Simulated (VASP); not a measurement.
# Ge (Fd-3m) in VASP: further runs

Runs on Ge. Level: PBEsol. Tasks: single point.

Program: VASP 6.6.1. These are calculated values, not measurements. Logs are shortened: lines on timing, memory, paths and dates and some standing lists are left out, and cuts for length are marked.

**1. The cell of the first run**

Symmetry: Fd-3m, No. 227, cubic system. Conventional cell: a = 5.676 Å, b = 5.676 Å, c = 5.676 Å, α = 90.00°, β = 90.00°, γ = 90.00°. Within 3.2 Å of Ge (site symmetry -43m) lie 4 Ge at 2.46 Å.

**2. Single point, PBEsol (22.86 Å³/atom)**

INCAR reads:

```
SYSTEM = Ge
ALGO = Normal
EDIFF = 1E-6
ENCUT = 520
GGA = PS
ISIF = 2
ISMEAR = -1
LASPH = .TRUE.
LCHARG = .FALSE.
LREAL = .FALSE.
LWAVE = .FALSE.
NBANDS = 21
NELM = 60
PREC = Accurate
SIGMA = 0.05
```

KPOINTS reads:

```
k-points
0
G
  11 11 11
  0 0 0
```

POSCAR reads:

```
Ge
1.0
    0.0000000000      2.8381679760      2.8381679760
    2.8381679760      0.0000000000      2.8381679760
    2.8381679760      2.8381679760      0.0000000000
Ge
2
Direct
    0.5000000000      0.5000000000      0.5000000000
    0.7500000000      0.7500000000      0.7500000000
```

Potentials or basis: VASP PAW PBE potentials, release 64 (Ge_d).

The run is started by

```bash
$ cat potpaw_PBE.64/Ge_d/POTCAR > POTCAR
$ mpirun -np 1 vasp_std > vasp.out
```

OUTCAR:

```text
SYSTEM = Ge
   EDIFF = 1E-6
   ENCUT = 520
   GGA = PS
   ISIF = 2
   ISMEAR = -1
   LASPH = .TRUE.
   LREAL = .FALSE.
   NELM = 60
   PREC = Accurate

 ion  position               nearest neighbor table
   1  0.500  0.500  0.500-   2 2.46   2 2.46   2 2.46   2 2.46
   2  0.750  0.750  0.750-   1 2.46   1 2.46   1 2.46   1 2.46

  LATTYP: Found a face centered cubic cell.
 ALAT       =     5.6763359520

  Lattice vectors:

 A1 = (   0.0000000000,   2.8381679760,   2.8381679760)
 A2 = (   2.8381679760,   0.0000000000,   2.8381679760)
 A3 = (   2.8381679760,   2.8381679760,   0.0000000000)

Analysis of symmetry for initial positions (statically):
=====================================================================
 Subroutine PRICEL returns:
 Original cell was already a primitive cell.

 Routine SETGRP: Setting up the symmetry group for a
 face centered cubic supercell.

 Subroutine GETGRP returns: Found 48 space group operations
 (whereof 24 operations were pure point group operations)
 out of a pool of 48 trial point group operations.

The static configuration has the point symmetry T_d .
 The point group associated with its full space group is O_h .

Analysis of symmetry for dynamics (positions and initial velocities):
=====================================================================
 Subroutine PRICEL returns:
 Original cell was already a primitive cell.

 Routine SETGRP: Setting up the symmetry group for a
 face centered cubic supercell.

 Subroutine GETGRP returns: Found 48 space group operations
 (whereof 24 operations were pure point group operations)
 out of a pool of 48 trial point group operations.

The dynamic configuration has the point symmetry T_d .
 The point group associated with its full space group is O_h .

 Subroutine INISYM returns: Found 48 space group operations
 (whereof 24 operations are pure point group operations),
 and found     1 'primitive' translations

----------------------------------------------------------------------------------------

                                     Primitive cell

  volume of cell :      45.7240

  direct lattice vectors                    reciprocal lattice vectors
     0.000000000  2.838167976  2.838167976    -0.176169982  0.176169982  0.176169982
     2.838167976  0.000000000  2.838167976     0.176169982 -0.176169982  0.176169982
     2.838167976  2.838167976  0.000000000     0.176169982  0.176169982 -0.176169982

  length of vectors
     4.013775644  4.013775644  4.013775644     0.305135359  0.305135359  0.305135359

  position of ions in fractional coordinates (direct lattice)
     0.500000000  0.500000000  0.500000000
     0.750000000  0.750000000  0.750000000

  ion indices of the primitive-cell ions
   primitive index   ion index
                 1           1
                 2           2

----------------------------------------------------------------------------------------

 KPOINTS: k-points

Automatic generation of k-mesh.
 Grid dimensions read from file:
 generate k-points for:   11   11   11

 Generating k-lattice:

  Cartesian coordinates                     Fractional coordinates (reciprocal lattice)
    -0.016015453  0.016015453  0.016015453     0.090909091  0.000000000  0.000000000
     0.016015453 -0.016015453  0.016015453     0.000000000  0.090909091  0.000000000
     0.016015453  0.016015453 -0.016015453     0.000000000  0.000000000  0.090909091

  Length of vectors
     0.027739578  0.027739578  0.027739578

  Shift w.r.t. Gamma in fractional coordinates (k-lattice)
     0.000000000  0.000000000  0.000000000

 Subroutine IBZKPT returns following result:
 ===========================================

 Found     56 irreducible k-points:

 Following reciprocal coordinates:
            Coordinates               Weight
  0.000000  0.000000  0.000000      1.000000
  0.090909  0.000000  0.000000      8.000000
  0.181818  0.000000  0.000000      8.000000
  0.272727  0.000000  0.000000      8.000000
  0.363636  0.000000  0.000000      8.000000
  0.454545  0.000000  0.000000      8.000000
[... 16 lines left out ...]
 -0.272727  0.181818  0.000000     24.000000
 -0.181818  0.181818  0.000000     12.000000
 [... further k-points ...]
   k-points           NKPTS =     56   k-points in BZ     NKDIM =     56   number of bands    NBANDS=     21
   number of dos      NEDOS =    301   number of ions     NIONS =      2
   total plane-waves  NPLWV =  27000
   dimension x,y,z NGX =    30 NGY =   30 NGZ =   30
   dimension x,y,z NGXF=    60 NGYF=   60 NGZF=   60
   ions per type =               2
   NGX,Y,Z   is equivalent  to a cutoff of  12.43, 12.43, 12.43 a.u.
   NGXF,Y,Z  is equivalent  to a cutoff of  24.85, 24.85, 24.85 a.u.
 SYSTEM =  Ge
   PREC   = accura    normal or accurate (medium, high low for compatibility)
   ISTART =      0    job   : 0-new  1-cont  2-samecut
   ICHARG =      2    charge: 1-file 2-atom 10-const
   ISPIN  =      1    spin polarized calculation?
   LNONCOLLINEAR =      F non collinear calculations
   LSORBIT =      F    spin-orbit coupling
   LASPH  =      T    aspherical Exc in radial PAW
   ENCUT  =  520.0 eV  38.22 Ry    6.18 a.u.   7.46  7.46  7.46*2*pi/ulx,y,z
   NELM   =     60;   NELMIN=  2; NELMDL= -5     # of ELM steps
   EDIFF  = 0.1E-05   stopping-criterion for ELM
   LREAL  =      F    real-space projection
   EDIFFG = 0.1E-04   stopping-criterion for IOM
   NSW    =      0    number of steps for IOM
   IBRION =     -1    ionic relax: 0-MD 1-quasi-New 2-CG
   NFREE  =      0    steps in history (QN), initial steepest desc. (CG)
   ISIF   =      2    stress and relaxation
   ISYM   =      2    0-nonsym 1-usesym 2-fastsym
   POTIM  = 0.5000    time-step for ionic-motion
   TEBEG  =    0.0;   TEEND  =   0.0 temperature during run
   PSTRESS=    0.0 pullay stress
   NELECT =      28.0000    total number of electrons
   NUPDOWN=      -1.0000    fix difference up-down
   EMIN   =  10.00;   EMAX   =-10.00  energy-range for DOS
   EFERMI =   0.00;   METHOD = LEGACY
   ISMEAR =    -1;   SIGMA  =   0.05  broadening in eV -4-tet -1-fermi 0-gaus
   EFERMI_NEDOS =   21; number of points for ismear=-14 and -15
   IALGO  =     38    algorithm
   IMIX   =      4    mixing-type and parameters
     AMIX     =   0.40;   BMIX     =  1.00
     AMIX_MAG =   1.60;   BMIX_MAG =  1.00
  volume/ion in A,a.u.               =      22.86       154.28
  Fermi-wavevector in a.u.,A,eV,Ry     =   1.390207  2.627110 26.295640  1.932675
  Thomas-Fermi vector in A             =   2.514164
   LORBIT       =      0    0 simple, 1 ext, 2 COOP (PROOUT), +10 PAW based schemes
   GGA     = PS    functional components
   LHFCALC =     F    Hartree Fock is set to
   AEXX    =    0.0000 exact exchange contribution
   IVDW    =     0    specifies the selected vdW correction
   LEPSILON=     F    determine dielectric tensor
   LRPA    =     F    only Hartree local field effects (RPA)
 non-spin polarized calculation
  energy-cutoff  :      520.00
  volume of cell :       45.72
 maximum number of plane-waves:      1252
 NGX is ok and might be reduce to    30
   NGX = 15   NGY = 15   NGZ = 15

 number of electron      28.0000014 magnetization

 Free energy of the ion-electron system (eV)
  ---------------------------------------------------
  ext. energy  EPLUGINS =         0.00000000
  ---------------------------------------------------
  free energy    TOTEN  =        -9.87305149 eV

  energy without entropy =       -9.87244150  energy(sigma->0) =       -9.87274650

 E-fermi :   4.7742     XC(G=0): -10.0823

 val. band max:        4.7662946839   @ k =   0.0000   0.0000   0.0000
 cond. band min:       4.8765934057   @ k =   0.4545   0.0000   0.0000
 fundamental gap:      0.1102987217
 Fermi energy:         4.7741880718

 k-point     1 :       0.0000    0.0000    0.0000
  band No.  band energies     occupation
      1     -19.9831      2.00000
      2     -19.9831      2.00000
      3     -19.9831      2.00000
      4     -19.9473      2.00000
      5     -19.9473      2.00000
      6     -19.7404      2.00000
[... 13 lines left out ...]
     20      14.2202      0.00000
     21      14.2202      0.00000

 k-point     2 :       0.0909    0.0000    0.0000
  band No.  band energies     occupation
      1     -19.9879      2.00000
      2     -19.9879      2.00000
      3     -19.9818      2.00000
      4     -19.9407      2.00000
      5     -19.9407      2.00000
      6     -19.7481      2.00000
[... 13 lines left out ...]
     20      13.5587      0.00000
     21      13.5587      0.00000

 k-point     3 :       0.1818    0.0000    0.0000
  band No.  band energies     occupation
      1     -19.9960      2.00000
      2     -19.9960      2.00000
      3     -19.9782      2.00000
      4     -19.9281      2.00000
      5     -19.9281      2.00000
      6     -19.7591      2.00000
[... 13 lines left out ...]
     20      13.0057      0.00000
     21      13.0057      0.00000

 k-point     4 :       0.2727    0.0000    0.0000
  band No.  band energies     occupation
      1     -20.0022      2.00000
      2     -20.0022      2.00000
      3     -19.9733      2.00000
      4     -19.9168      2.00000
      5     -19.9168      2.00000
      6     -19.7677      2.00000
[... 13 lines left out ...]
     20      13.1434      0.00000
     21      13.1434      0.00000

 k-point     5 :       0.3636    0.0000    0.0000
  band No.  band energies     occupation
      1     -20.0056      2.00000
      2     -20.0056      2.00000
      3     -19.9688      2.00000
      4     -19.9096      2.00000
      5     -19.9096      2.00000
      6     -19.7726      2.00000
[... 13 lines left out ...]
     20      14.0431      0.00000
     21      14.0431      0.00000

 k-point     6 :       0.4545    0.0000    0.0000
  band No.  band energies     occupation
      1     -20.0070      2.00000
      2     -20.0070      2.00000
      3     -19.9661      2.00000
      4     -19.9065      2.00000
      5     -19.9065      2.00000
      6     -19.7744      2.00000
[... 13 lines left out ...]
     20      15.4223      0.00000
     21      15.4223      0.00000

 k-point     7 :       0.0909    0.0909    0.0000
  band No.  band energies     occupation
      1     -19.9882      2.00000
      2     -19.9862      2.00000
      3     -19.9862      2.00000
      4     -19.9426      2.00000
      5     -19.9338      2.00000
      6     -19.7621      2.00000
[... 13 lines left out ...]
     20      12.6863      0.00000
     21      14.3598      0.00000
[... 291 lines left out ...]
      1     -20.0226      2.00000
      2     -20.0092      2.00000
      3     -19.9543      2.00000
      4     -19.8956      2.00000
      5     -19.8779      2.00000
      6     -19.8209      2.00000
[... 13 lines left out ...]
     20      15.6137      0.00000
     21      16.3027      0.00000

 k-point    21 :      -0.4545    0.1818    0.0000
  band No.  band energies     occupation
      1     -20.0255      2.00000
      2     -20.0125      2.00000
      3     -19.9440      2.00000
      4     -19.8867      2.00000
      5     -19.8854      2.00000
      6     -19.8096      2.00000
[... 13 lines left out ...]
     20      15.0718      0.00000
     21      15.2432      0.00000

 k-point    22 :      -0.3636    0.1818    0.0000
  band No.  band energies     occupation
      1     -20.0237      2.00000
      2     -20.0143      2.00000
      3     -19.9413      2.00000
      4     -19.8981      2.00000
      5     -19.8822      2.00000
      6     -19.7992      2.00000
[... 13 lines left out ...]
     20      13.4657      0.00000
     21      15.3313      0.00000

 k-point    23 :      -0.2727    0.1818    0.0000
  band No.  band energies     occupation
      1     -20.0172      2.00000
      2     -20.0138      2.00000
      3     -19.9486      2.00000
      4     -19.9099      2.00000
      5     -19.8863      2.00000
      6     -19.7984      2.00000
[... 13 lines left out ...]
     20      14.1943      0.00000
     21      16.0220      0.00000

 k-point    24 :      -0.1818    0.1818    0.0000
  band No.  band energies     occupation
      1     -20.0101      2.00000
      2     -20.0074      2.00000
      3     -19.9625      2.00000
      4     -19.9186      2.00000
      5     -19.8987      2.00000
      6     -19.7889      2.00000
[... 13 lines left out ...]
     20      14.2165      0.00000
     21      14.4641      0.00000

 [... further k-points ...]

------------------------ aborting loop because EDIFF is reached ----------------------------------------

  FORCE on cell =-STRESS in cart. coord.  units (eV):
  Direction    XX          YY          ZZ          XY          YZ          ZX
  --------------------------------------------------------------------------------------
  -------------------------------------------------------------------------------------
  Total       -0.0296211     -0.0296211     -0.0296211      0.0000000      0.0000000      0.0000000
  in kB       -1.0379280     -1.0379280     -1.0379280      0.0000000      0.0000000      0.0000000
  external PRESSURE =      -1.0379280 kB  Pullay stress =       0.0000000 kB

 VOLUME and BASIS-vectors are now :
 -----------------------------------------------------------------------------
  energy-cutoff  :      520.00
  volume of cell :       45.72
      direct lattice vectors                 reciprocal lattice vectors
     0.000000000  2.838167976  2.838167976    -0.176169982  0.176169982  0.176169982
     2.838167976  0.000000000  2.838167976     0.176169982 -0.176169982  0.176169982
     2.838167976  2.838167976  0.000000000     0.176169982  0.176169982 -0.176169982

 POSITION                                       TOTAL-FORCE (eV/Angst)
 -----------------------------------------------------------------------------------
      2.83817      2.83817      2.83817         0.000000      0.000000      0.000000
      4.25725      4.25725      4.25725        -0.000000     -0.000000     -0.000000
 -----------------------------------------------------------------------------------
    total drift:                                0.000000     -0.000000     -0.000000

  FREE ENERGIE OF THE ION-ELECTRON SYSTEM (eV)
  ---------------------------------------------------
  free  energy   TOTEN  =        -9.8730514900 eV

  energy  without entropy=       -9.8724415035  energy(sigma->0) =       -9.87274650
```

Wall time 74 s (1 thread of Intel Xeon 8259CL, shared host); peak memory 0.19 GiB.

Results:

* Free energy: -9.8731 eV
* Pressure: -0.1 GPa
* Band gap on the k mesh: zero (filled and empty bands touch)

Levels at points of the mesh, in eV from the Fermi level:
| k point | band 11 | band 12 | band 13 | band 14 | band 15 | band 16 | band 17 | band 18 |
| --- | --- | --- | --- | --- | --- | --- | --- | --- |
| (0.00, 0.00, 0.00) | -12.73 | -0.10 | -0.01 | -0.01 | -0.01 | 2.52 | 2.52 | 2.52 |

Caveat: semilocal functionals underestimate gaps, so a narrow gap can read as zero; the PAW data sets were made with another functional, which shifts forces and pressure a little.

**3. Single point, PBEsol (23.09 Å³/atom)**

This run uses another cell than the first one, of 23.09 Å³/atom.

INCAR reads:

```
SYSTEM = Ge
PREC = Accurate ; ENCUT = 520
EDIFF = 1E-7 ; ISMEAR = -1
SIGMA = 0.05 ; LREAL = .False.
LASPH = .True. ; NELM = 60
ALGO = Normal ; ISIF = 2
LWAVE = .False. ; LCHARG = .False.
GGA = PS ; NBANDS = 21
```

KPOINTS reads:

```
Automatic mesh
0
Gamma
  11 11 11
  0 0 0
```

POSCAR reads:

```
Ge
1.0
    0.0000000000      2.8475041221      2.8475041221
    2.8475041221      0.0000000000      2.8475041221
    2.8475041221      2.8475041221      0.0000000000
Ge
2
Direct
    0.5000000000      0.5000000000      0.5000000000
    0.7500000000      0.7500000000      0.7500000000
```

Potentials or basis: VASP PAW PBE potentials, release 64 (Ge_d).

The run is started by

```bash
$ cat potpaw_PBE.64/Ge_d/POTCAR > POTCAR
$ mpirun -np 1 vasp_std > vasp.out
```

It took 87 s on 1 thread of Intel Xeon 8259CL, shared host; peak memory 0.19 GiB.

The run converged. Its results:

* Free energy: -9.8720 eV
* Pressure: -0.8 GPa
* Band gap on the k mesh: zero (filled and empty bands touch)

Levels at points of the mesh, in eV from the Fermi level:
```
           k point  band 10  band 11  band 12  band 13  band 14  band 15  band 16  band 17  band 18  band 19
(0.00, 0.00, 0.00)   -24.48   -12.64    -0.18     0.01     0.01     0.01     2.53     2.53     2.53     6.18
```

Caveat: semilocal functionals underestimate gaps, so a narrow gap can read as zero; the PAW data sets were made with another functional, which shifts forces and pressure a little.

**4. Single point, PBEsol (23.54 Å³/atom)**

This run uses another cell than the first one, of 23.54 Å³/atom.

INCAR reads:

```
SYSTEM = Ge
ALGO = Normal
EDIFF = 1E-6
ENCUT = 520
GGA = PS
ISIF = 2
ISMEAR = -1
LASPH = .True.
LCHARG = .True.
LELF = .True.
LREAL = .False.
LVHAR = .True.
LWAVE = .False.
NBANDS = 21
NELM = 60
PREC = Accurate
SIGMA = 0.05
```

KPOINTS reads:

```
k-points
0
Gamma
  11 11 11
  0 0 0
```

POSCAR reads:

```
Ge
1.0
    0.0000000000      2.8659949267      2.8659949267
    2.8659949267      0.0000000000      2.8659949267
    2.8659949267      2.8659949267      0.0000000000
Ge
2
Direct
    0.5000000000      0.5000000000      0.5000000000
    0.7500000000      0.7500000000      0.7500000000
```

The run is started by

```bash
$ cat potpaw_PBE.64/Ge_d/POTCAR > POTCAR
$ mpirun -np 1 vasp_std > vasp.out
```

Run time: 72 s. Hardware: 1 thread of Intel Xeon 8259CL, shared host; peak memory 0.19 GiB.

Results (log left out):

- Free energy: -9.8647 eV
- Pressure: -1.9 GPa
- Band gap on the k mesh: zero (filled and empty bands touch)

Levels at points of the mesh, in eV from the Fermi level:
```
           k point  band 10  band 11  band 12  band 13  band 14  band 15  band 16  band 17  band 18  band 19
(0.00, 0.00, 0.00)   -24.44   -12.47    -0.33     0.03     0.03     0.03     2.55     2.55     2.55     6.16
```

Caveat: semilocal functionals underestimate gaps, so a narrow gap can read as zero; the PAW data sets were made with another functional, which shifts forces and pressure a little.

**5. The runs side by side**

| cell | gap on the mesh (eV) | pressure (GPa) |
| --- | --- | --- |
| a = 4.014 Å, angles 60.0°, 2 atoms | none | -0.1 |
| a = 4.027 Å, angles 60.0°, 2 atoms | none | -0.8 |
| a = 4.053 Å, angles 60.0°, 2 atoms | none | -1.9 |

Alike in all rows: task single point; level PBEsol; potentials or basis VASP PAW PBE potentials, release 64 (Ge_d); no spin polarisation; k mesh 11 × 11 × 11; cutoff (eV) 520; smearing fermi-dirac 0.05 eV.

Caveats: semilocal functionals underestimate gaps, so a narrow gap can read as zero; the PAW data sets were made with another functional, which shifts forces and pressure a little.

Total energies depend on the potentials used, so only differences within one code and one set of settings carry meaning.
